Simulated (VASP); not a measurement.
Input of a VASP 6.6.1 run:

INCAR

```
SYSTEM = SnO2
PREC = Accurate ; ENCUT = 520
EDIFF = 1E-6 ; ISMEAR = 0
SIGMA = 0.05 ; LREAL = .FALSE.
LASPH = .TRUE. ; NELM = 80
ALGO = Normal ; ISIF = 2
LWAVE = .FALSE. ; LCHARG = .TRUE.
GGA = PE ; IVDW = 12
LELF = .TRUE. ; LVHAR = .TRUE.
NBANDS = 49
```

Contents of KPOINTS:

```
Automatic mesh
0
G
  9 9 2
  0 0 0
```

File POSCAR:

```
SnO2
1.0
   -3.2372529198      0.0000000000      0.0000000000
   -1.6186264599     -2.8035432670      0.0000000000
   -4.3702914417     -2.5231889404     13.2254773976
Sn O
3 6
Direct
    0.2285901026      0.2285901026      0.4867517379
    0.8539842140     -0.1460157860      0.1622397622
   -0.3968040088     -0.3968040088      0.8112637135
    0.4532432369      0.4532432369      0.2371371442
    0.2024550140     -0.7975449860      0.8861610955
   -0.1721508745     -0.1721508745      0.5616491199
    0.0039369683      0.0039369683      0.7363663315
    0.6293310797     -0.3706689203      0.4118543559
    0.2547251911      0.2547251911      0.0873423802
```

Potentials or basis: VASP PAW PBE potentials, release 64 (Sn_d, O).

The run is started by

```sh
$ cat potpaw_PBE.64/Sn_d/POTCAR potpaw_PBE.64/O/POTCAR > POTCAR
$ mpirun -np 1 vasp_std > vasp.out
```

Task: Predict the largest force.

Result: 0.191 eV/Å.

Task: Estimate the dispersion energy per atom.

Result: -0.195 eV.

Task: Predict the pressure.

Result: 0.4 GPa.

Stress tensor (GPa, compression positive):
```
 0.52  0.14 -0.38
 0.14  0.36 -0.22
-0.38 -0.22  0.34
```
